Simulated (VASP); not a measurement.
# CsH (Fm-3m) in VASP: further runs

Runs on CsH. Level: r2SCAN. Tasks: single point.

Everything below comes from runs of VASP 6.6.1. Logs are shortened: lines on timing, memory, paths and dates and some standing lists are left out, and cuts for length are marked.

## 1. The cell of the first run

It takes space group Fm-3m (No. 225, cubic). The conventional cell has a = 6.376 Å, b = 6.376 Å, c = 6.376 Å, α = 90.00°, β = 90.00°, γ = 90.00°. Cs (site symmetry m-3m) has 6 H at 3.19 Å within 4.2 Å. Within 4.2 Å of H (site symmetry m-3m) lie 6 Cs at 3.19 Å.

## 2. Single point, r2SCAN

POSCAR reads:

```
CsH
1.0
    0.0000000000      3.1880000000      3.1880000000
    3.1880000000      0.0000000000      3.1880000000
    3.1880000000      3.1880000000      0.0000000000
Cs H
1 1
Direct
    0.0000000000      0.0000000000      0.0000000000
    0.5000000000      0.5000000000      0.5000000000
```

INCAR.step1 reads:

```
PREC = Accurate ; ENCUT = 520
ISMEAR = 0 ; SIGMA = 0.01
LREAL = F ; LASPH = T
NELM = 60 ; NBANDS = 12
GGA = PE ; ALGO = Normal
EDIFF = 1E-4 ; LWAVE = T
LCHARG = F
```

INCAR.step2 reads:

```
PREC = Accurate ; ENCUT = 520
EDIFF = 1E-6 ; ISMEAR = 0
SIGMA = 0.01 ; LREAL = F
LASPH = T ; NELM = 60
ALGO = Normal ; ISIF = 2
LWAVE = F ; LCHARG = T
METAGGA = R2SCAN ; LMIXTAU = T
LELF = T ; LVHAR = T
NBANDS = 12 ; ISTART = 1
```

KPOINTS reads:

```
Automatic mesh
0
Gamma
  6 6 6
```

Potentials or basis: VASP PAW PBE potentials, release 64 (Cs_sv, H).

On the command line:

```console
> cat potpaw_PBE.64/Cs_sv/POTCAR potpaw_PBE.64/H/POTCAR > POTCAR
> cp INCAR.step1 INCAR
> mpirun -np 1 vasp_std > vasp.out
> cp INCAR.step2 INCAR
> mpirun -np 1 vasp_std > vasp.out
```

OUTCAR:

```text
PREC = Accurate
   ENCUT = 520
   EDIFF = 1E-6
   ISMEAR = 0
   LREAL = F
   LASPH = T
   NELM = 60
   ISIF = 2
   METAGGA = R2SCAN
   ISTART = 1

 ion  position               nearest neighbor table
   1  0.000  0.000  0.000-
   2  0.500  0.500  0.500-

  LATTYP: Found a face centered cubic cell.
 ALAT       =     6.3760000000

  Lattice vectors:

 A1 = (   0.0000000000,   3.1880000000,   3.1880000000)
 A2 = (   3.1880000000,   0.0000000000,   3.1880000000)
 A3 = (   3.1880000000,   3.1880000000,   0.0000000000)

Analysis of symmetry for initial positions (statically):
=====================================================================
 Subroutine PRICEL returns:
 Original cell was already a primitive cell.

 Routine SETGRP: Setting up the symmetry group for a
 face centered cubic supercell.

 Subroutine GETGRP returns: Found 48 space group operations
 (whereof 48 operations were pure point group operations)
 out of a pool of 48 trial point group operations.

The static configuration has the point symmetry O_h .

Analysis of symmetry for dynamics (positions and initial velocities):
=====================================================================
 Subroutine PRICEL returns:
 Original cell was already a primitive cell.

 Routine SETGRP: Setting up the symmetry group for a
 face centered cubic supercell.

 Subroutine GETGRP returns: Found 48 space group operations
 (whereof 48 operations were pure point group operations)
 out of a pool of 48 trial point group operations.

The dynamic configuration has the point symmetry O_h .

 Subroutine INISYM returns: Found 48 space group operations
 (whereof 48 operations are pure point group operations),
 and found     1 'primitive' translations

----------------------------------------------------------------------------------------

                                     Primitive cell

  volume of cell :      64.8015

  direct lattice vectors                    reciprocal lattice vectors
     0.000000000  3.188000000  3.188000000    -0.156838143  0.156838143  0.156838143
     3.188000000  0.000000000  3.188000000     0.156838143 -0.156838143  0.156838143
     3.188000000  3.188000000  0.000000000     0.156838143  0.156838143 -0.156838143

  length of vectors
     4.508512837  4.508512837  4.508512837     0.271651632  0.271651632  0.271651632

  position of ions in fractional coordinates (direct lattice)
     0.000000000  0.000000000  0.000000000
     0.500000000  0.500000000  0.500000000

  ion indices of the primitive-cell ions
   primitive index   ion index
                 1           1
                 2           2

----------------------------------------------------------------------------------------

 KPOINTS: Automatic mesh

Automatic generation of k-mesh.
 Grid dimensions read from file:
 generate k-points for:    6    6    6

 Generating k-lattice:

  Cartesian coordinates                     Fractional coordinates (reciprocal lattice)
    -0.026139691  0.026139691  0.026139691     0.166666667  0.000000000  0.000000000
     0.026139691 -0.026139691  0.026139691     0.000000000  0.166666667  0.000000000
     0.026139691  0.026139691 -0.026139691     0.000000000  0.000000000  0.166666667

  Length of vectors
     0.045275272  0.045275272  0.045275272

  Shift w.r.t. Gamma in fractional coordinates (k-lattice)
     0.000000000  0.000000000  0.000000000

 Subroutine IBZKPT returns following result:
 ===========================================

 Found     16 irreducible k-points:

 Following reciprocal coordinates:
            Coordinates               Weight
  0.000000  0.000000  0.000000      1.000000
  0.166667  0.000000  0.000000      8.000000
  0.333333  0.000000  0.000000      8.000000
  0.500000  0.000000  0.000000      4.000000
  0.166667  0.166667  0.000000      6.000000
  0.333333  0.166667  0.000000     24.000000
[... 8 lines left out ...]
 -0.333333  0.333333  0.166667     24.000000
 -0.333333  0.500000  0.166667     12.000000
   k-points           NKPTS =     16   k-points in BZ     NKDIM =     16   number of bands    NBANDS=     12
   number of dos      NEDOS =    301   number of ions     NIONS =      2
   total plane-waves  NPLWV =  46656
   dimension x,y,z NGX =    36 NGY =   36 NGZ =   36
   dimension x,y,z NGXF=    72 NGYF=   72 NGZF=   72
   ions per type =               1   1
   NGX,Y,Z   is equivalent  to a cutoff of  13.27, 13.27, 13.27 a.u.
   NGXF,Y,Z  is equivalent  to a cutoff of  26.55, 26.55, 26.55 a.u.
 SYSTEM =  unknown system
   PREC   = accura    normal or accurate (medium, high low for compatibility)
   ISTART =      1    job   : 0-new  1-cont  2-samecut
   ICHARG =      0    charge: 1-file 2-atom 10-const
   ISPIN  =      1    spin polarized calculation?
   LNONCOLLINEAR =      F non collinear calculations
   LSORBIT =      F    spin-orbit coupling
   LASPH  =      T    aspherical Exc in radial PAW
   ENCUT  =  520.0 eV  38.22 Ry    6.18 a.u.   8.38  8.38  8.38*2*pi/ulx,y,z
   NELM   =     60;   NELMIN=  2; NELMDL=  0     # of ELM steps
   EDIFF  = 0.1E-05   stopping-criterion for ELM
   LREAL  =      F    real-space projection
   EDIFFG = 0.1E-04   stopping-criterion for IOM
   NSW    =      0    number of steps for IOM
   IBRION =     -1    ionic relax: 0-MD 1-quasi-New 2-CG
   NFREE  =      0    steps in history (QN), initial steepest desc. (CG)
   ISIF   =      2    stress and relaxation
   ISYM   =      2    0-nonsym 1-usesym 2-fastsym
   POTIM  = 0.5000    time-step for ionic-motion
   TEBEG  =    0.0;   TEEND  =   0.0 temperature during run
   PSTRESS=    0.0 pullay stress
   NELECT =      10.0000    total number of electrons
   NUPDOWN=      -1.0000    fix difference up-down
   EMIN   =  10.00;   EMAX   =-10.00  energy-range for DOS
   EFERMI =   0.00;   METHOD = LEGACY
   ISMEAR =     0;   SIGMA  =   0.01  broadening in eV -4-tet -1-fermi 0-gaus
   EFERMI_NEDOS =   21; number of points for ismear=-14 and -15
   IALGO  =     38    algorithm
   IMIX   =      4    mixing-type and parameters
     AMIX     =   0.40;   BMIX     =  1.00
     AMIX_MAG =   1.60;   BMIX_MAG =  1.00
  volume/ion in A,a.u.               =      32.40       218.65
  Fermi-wavevector in a.u.,A,eV,Ry     =   0.878105  1.659378 10.491026  0.771069
  Thomas-Fermi vector in A             =   1.998146
   LORBIT       =      0    0 simple, 1 ext, 2 COOP (PROOUT), +10 PAW based schemes
   METAGGA = R2SCAN    functional components
   LHFCALC =     F    Hartree Fock is set to
   AEXX    =    0.0000 exact exchange contribution
   IVDW    =     0    specifies the selected vdW correction
   LEPSILON=     F    determine dielectric tensor
   LRPA    =     F    only Hartree local field effects (RPA)
 non-spin polarized calculation
 Gauss-broadening in eV      SIGMA  =   0.01
  energy-cutoff  :      520.00
  volume of cell :       64.80
 maximum number of plane-waves:      1807
 NGX is ok and might be reduce to    36
   NGX = 17   NGY = 17   NGZ = 17

 number of electron       9.9999999 magnetization

 Free energy of the ion-electron system (eV)
  ---------------------------------------------------
  ext. energy  EPLUGINS =         0.00000000
  ---------------------------------------------------
  free energy    TOTEN  =       -28.98875883 eV

  energy without entropy =      -28.98875883  energy(sigma->0) =      -28.98875883

 E-fermi :  -0.0036     XC(G=0):  -7.5575

 val. band max:       -0.1126606411   @ k =   0.5000   0.0000   0.0000
 cond. band min:       2.5502840615   @ k =   0.5000   0.0000   0.0000
 fundamental gap:      2.6629447026
 Fermi energy:        -0.0035826503

 k-point     1 :       0.0000    0.0000    0.0000
  band No.  band energies     occupation
      1     -22.1859      2.00000
      2      -8.2711      2.00000
      3      -8.2711      2.00000
      4      -8.2711      2.00000
      5      -1.7625      2.00000
      6       5.5768      0.00000
      7       5.5768      0.00000
      8       5.5768      0.00000
      9       6.2225      0.00000
     10       7.4859      0.00000
     11       7.4859      0.00000
     12       9.1221      0.00000

 k-point     2 :       0.1667    0.0000    0.0000
  band No.  band energies     occupation
      1     -22.1658      2.00000
      2      -8.5048      2.00000
      3      -8.2946      2.00000
      4      -8.2946      2.00000
      5      -1.3692      2.00000
      6       4.6659      0.00000
      7       5.7314      0.00000
      8       5.7314      0.00000
      9       6.0797      0.00000
     10       7.0420      0.00000
     11       7.0420      0.00000
     12      10.2830      0.00000

 k-point     3 :       0.3333    0.0000    0.0000
  band No.  band energies     occupation
      1     -22.1253      2.00000
      2      -8.9202      2.00000
      3      -8.3406      2.00000
      4      -8.3406      2.00000
      5      -0.5706      2.00000
      6       3.2223      0.00000
      7       5.3948      0.00000
      8       5.3948      0.00000
      9       6.7126      0.00000
     10       7.7394      0.00000
     11       7.7394      0.00000
     12      12.0681      0.00000

 k-point     4 :       0.5000    0.0000    0.0000
  band No.  band energies     occupation
      1     -22.1047      2.00000
      2      -9.1084      2.00000
      3      -8.3632      2.00000
      4      -8.3632      2.00000
      5      -0.1127      2.00000
      6       2.5503      0.00000
      7       5.1409      0.00000
      8       5.1409      0.00000
      9       7.6762      0.00000
     10       8.7633      0.00000
     11       8.7633      0.00000
     12      10.2891      0.00000

 k-point     5 :       0.1667    0.1667    0.0000
  band No.  band energies     occupation
      1     -22.1592      2.00000
      2      -8.4969      2.00000
      3      -8.3405      2.00000
      4      -8.3405      2.00000
      5      -1.3126      2.00000
      6       4.7325      0.00000
      7       5.1254      0.00000
      8       5.9620      0.00000
      9       5.9620      0.00000
     10       7.1682      0.00000
     11       7.7681      0.00000
     12      10.7248      0.00000
[... 108 lines left out ...]
      1     -22.0791      2.00000
      2      -8.9789      2.00000
      3      -8.5405      2.00000
      4      -8.5405      2.00000
      5      -1.2619      2.00000
      6       3.3883      0.00000
      7       5.9639      0.00000
      8       8.5230      0.00000
      9       8.8701      0.00000
     10       8.8702      0.00000
     11       8.9400      0.00000
     12       9.2562      0.00000

 k-point    14 :       0.5000    0.3333    0.1667
  band No.  band energies     occupation
      1     -22.0987      2.00000
      2      -8.8823      2.00000
      3      -8.5806      2.00000
      4      -8.4379      2.00000
      5      -0.7282      2.00000
      6       4.1065      0.00000
      7       4.1146      0.00000
      8       6.1798      0.00000
      9       7.3433      0.00000
     10       8.3057      0.00000
     11       9.3264      0.00000
     12      10.5981      0.00000

 k-point    15 :      -0.3333    0.3333    0.1667
  band No.  band energies     occupation
      1     -22.0852      2.00000
      2      -8.8973      2.00000
      3      -8.6721      2.00000
      4      -8.4864      2.00000
      5      -0.6754      2.00000
      6       3.8016      0.00000
      7       4.6299      0.00000
      8       5.9947      0.00000
      9       8.0168      0.00000
     10       8.2054      0.00000
     11       9.6508      0.00000
     12       9.9184      0.00000

 k-point    16 :      -0.3333    0.5000    0.1667
  band No.  band energies     occupation
      1     -22.0788      2.00000
      2      -8.8756      2.00000
      3      -8.6568      2.00000
      4      -8.5746      2.00000
      5      -0.9539      2.00000
      6       3.8924      0.00000
      7       5.1077      0.00000
      8       6.1233      0.00000
      9       8.7912      0.00000
     10       9.2199      0.00000
     11       9.2660      0.00000
     12       9.5867      0.00000

------------------------ aborting loop because EDIFF is reached ----------------------------------------

  FORCE on cell =-STRESS in cart. coord.  units (eV):
  Direction    XX          YY          ZZ          XY          YZ          ZX
  --------------------------------------------------------------------------------------
  -------------------------------------------------------------------------------------
  Total        0.0185707      0.0185707      0.0185707      0.0000000      0.0000000     -0.0000000
  in kB        0.4591494      0.4591494      0.4591494      0.0000000      0.0000000     -0.0000000
  external PRESSURE =       0.4591494 kB  Pullay stress =       0.0000000 kB

 VOLUME and BASIS-vectors are now :
 -----------------------------------------------------------------------------
  energy-cutoff  :      520.00
  volume of cell :       64.80
      direct lattice vectors                 reciprocal lattice vectors
     0.000000000  3.188000000  3.188000000    -0.156838143  0.156838143  0.156838143
     3.188000000  0.000000000  3.188000000     0.156838143 -0.156838143  0.156838143
     3.188000000  3.188000000  0.000000000     0.156838143  0.156838143 -0.156838143

 POSITION                                       TOTAL-FORCE (eV/Angst)
 -----------------------------------------------------------------------------------
      0.00000      0.00000      0.00000         0.000000     -0.000000     -0.000000
      3.18800      3.18800      3.18800         0.000000      0.000000      0.000000
 -----------------------------------------------------------------------------------
    total drift:                               -0.000000      0.000000      0.000000

  FREE ENERGIE OF THE ION-ELECTRON SYSTEM (eV)
  ---------------------------------------------------
  free  energy   TOTEN  =       -28.9887588257 eV

  energy  without entropy=      -28.9887588257  energy(sigma->0) =      -28.98875883
```

Wall time 1.8 min (1 thread of Intel Xeon Platinum 8259CL at 2.50GHz (Skylake/Cascade Lake), shared host); peak memory 0.21 GiB.

What came out:

| Quantity | Value |
| --- | --- |
| Free energy | -28.9888 eV |
| Pressure | 0.0 GPa |
| Band gap on the k mesh | 2.66 eV, direct |

Levels at points of the mesh, in eV from the valence-band top:
```csv
k point,band 2,band 3,band 4,band 5,band 6,band 7,band 8,band 9
"(0.00, 0.00, 0.00)",-8.16,-8.16,-8.16,-1.65,5.69,5.69,5.69,6.34
"(0.50, 0.00, 0.00)",-9.00,-8.25,-8.25,0.00,2.66,5.25,5.25,7.79
"(0.50, 0.50, 0.00)",-8.87,-8.43,-8.43,-1.15,3.50,6.08,8.64,8.98
```

Caveat: the PAW data sets were made with another functional, which shifts forces and pressure a little; spin-orbit coupling is left out, which moves the levels of the heavy elements.

## 3. Single point, r2SCAN

POSCAR is that of step 2.

INCAR.step1 reads:

```
SYSTEM = CsH
PREC = Accurate
ENCUT = 520
ISMEAR = 0
SIGMA = 0.01
LREAL = .FALSE.
LASPH = .TRUE.
NELM = 100
NBANDS = 12
GGA = PE
ALGO = Normal
EDIFF = 1E-4
LWAVE = .TRUE.
LCHARG = .FALSE.
```

INCAR.step2 reads:

```
SYSTEM = CsH
PREC = Accurate
ENCUT = 520
EDIFF = 1E-7
ISMEAR = 0
SIGMA = 0.01
LREAL = .FALSE.
LASPH = .TRUE.
NELM = 100
ALGO = Normal
ISIF = 2
LWAVE = .FALSE.
LCHARG = .TRUE.
METAGGA = R2SCAN
LMIXTAU = .TRUE.
LELF = .TRUE.
LVHAR = .TRUE.
NBANDS = 12
ISTART = 1
```

KPOINTS reads:

```
regular mesh
0
G
  6 6 6
  0 0 0
```

Potentials or basis: VASP PAW PBE potentials, release 64 (Cs_sv, H).

On the command line:

```console
> cat potpaw_PBE.64/Cs_sv/POTCAR potpaw_PBE.64/H/POTCAR > POTCAR
> cp INCAR.step1 INCAR
> mpirun -np 1 vasp_std > vasp.out
> cp INCAR.step2 INCAR
> mpirun -np 1 vasp_std > vasp.out
```

It took 1.7 min on 1 thread of Intel Xeon Platinum 8259CL at 2.50GHz (Skylake/Cascade Lake), shared host; peak memory 0.21 GiB.

Results (log left out):

```
Free energy            : -28.9888 eV
Pressure               : 0.0 GPa
Band gap on the k mesh : 2.66 eV, direct
```

Levels at points of the mesh, in eV from the valence-band top:
```csv
k point,band 2,band 3,band 4,band 5,band 6,band 7,band 8,band 9
"(0.00, 0.00, 0.00)",-8.16,-8.16,-8.16,-1.65,5.69,5.69,5.69,6.34
"(0.50, 0.00, 0.00)",-9.00,-8.25,-8.25,0.00,2.66,5.25,5.25,7.79
"(0.50, 0.50, 0.00)",-8.87,-8.43,-8.43,-1.15,3.50,6.08,8.64,8.98
```

Caveat: the PAW data sets were made with another functional, which shifts forces and pressure a little; spin-orbit coupling is left out, which moves the levels of the heavy elements.
